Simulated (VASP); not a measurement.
GaSb2, 6 atoms in the cell. The structure is cubic, space group Pn-3m (No. 224). Conventional cell: a = 5.952 Å, b = 5.952 Å, c = 5.952 Å, α = 90.00°, β = 90.00°, γ = 90.00°. Ga (site symmetry -43m) has 4 Sb at 2.58 Å within 3.4 Å. Sb (site symmetry -3m) has 2 Ga at 2.58 Å within 3.4 Å. 

| Item | Value |
| --- | --- |
| Program | VASP 6.6.1 |
| Task | single point |
| Functional | PBE |
| Potentials or basis | VASP PAW PBE potentials, release 64 (Ga_d, Sb) |
| Cutoff | 520 eV |
| k mesh | 4 × 4 × 4 |
| Occupations | gaussian, width 0.1 eV |
| Spin | no spin polarisation |
| Dipole correction | no |
| Further INCAR settings | ALGO = Normal; EDIFF = 1e-07; NBANDS = 32 |

Potentials or basis: VASP PAW PBE potentials, release 64 (Ga_d, Sb).

The run is started by

```sh
$ cat potpaw_PBE.64/Ga_d/POTCAR potpaw_PBE.64/Sb/POTCAR > POTCAR
$ mpirun -np 1 vasp_std > vasp.out
```

Hardware: 1 thread of Intel Xeon 8259CL, on a shared host.

Problem. Estimate the wall time of this run.

Solution. Wall time 110 s on 1 thread of Intel Xeon 8259CL, with other jobs on the host, peak memory 0.34 GiB. Counts: scf iterations 14, k points 10.
